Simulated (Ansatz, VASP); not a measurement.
**Ti in VASP and in Ansatz**

Contents of INCAR:

```
SYSTEM = Ti
ALGO = Normal
EDIFF = 1E-6
ENCUT = 500
GGA = PE
GGA_COMPAT = .FALSE.
ISIF = 2
ISMEAR = -1
LASPH = .TRUE.
LCHARG = .FALSE.
LREAL = .FALSE.
LWAVE = .FALSE.
NBANDS = 19
NELM = 120
PREC = Accurate
SIGMA = 0.06
```

KPOINTS

```
k-points
0
G
  6 6 4
  0 0 0
```

The input POSCAR:

```
Ti
1.0
    2.9500000000      0.0000000000      0.0000000000
   -1.4750000000      2.5547749412      0.0000000000
    0.0000000000      0.0000000000      4.6800000000
Ti
2
Direct
    0.6666666667      0.3333333333      0.7500000000
    0.3333333333      0.6666666667      0.2500000000
```

The input input.yaml:

```yaml
crystal:
  lattice:
    - [2.95, 0.0, 0.0]
    - [-1.475, 2.5547749412, 0.0]
    - [0.0, 0.0, 4.68]
  atoms:
    - { symbol: Ti, position: [0.6666666667, 0.3333333333, 0.75] }
    - { symbol: Ti, position: [0.3333333333, 0.6666666667, 0.25] }
kpoints:
  mp_grid: { grid: [6, 6, 4] }
scf:
  occupations: { method: fermi_dirac, width: 0.06 }
hamiltonian:
  xc: pbe
  pseudopotentials: { kind: all_electron, lapw: { basis_error: 0.004 } }
output:
  forces: true
  stress: true
  eigenvalues: true
```

Alike in both runs: task single point; functional PBE; k mesh 6 × 6 × 4; occupations fermi-dirac, width 0.06 eV; no spin polarisation.

|  | VASP | Ansatz |
| --- | --- | --- |
| version | VASP 6.6.1 | Ansatz 0.2.0 |
| potentials or method | VASP PAW PBE potentials, release 64 (Ti_sv), cutoff 500 eV | all-electron LAPW, scalar-relativistic |

```tsv
	VASP	Ansatz	Ansatz less VASP
gap on the k mesh at the Fermi level (eV)	none	none	-
pressure (GPa)	-1.7	-1.4	+0.28
traceless stress, the component that is largest in VASP (GPa)	0.50	0.50	0.000
```

A gap of «none» marks a metal or a gap that the smearing closes. Ansatz ran all-electron here, and VASP with PAW potentials.

The k mesh is coarse, so the values compare programs but aren't converged. Noted on Ansatz's run: the k mesh is thin for a metal, which can move the energy by tens of meV per atom.
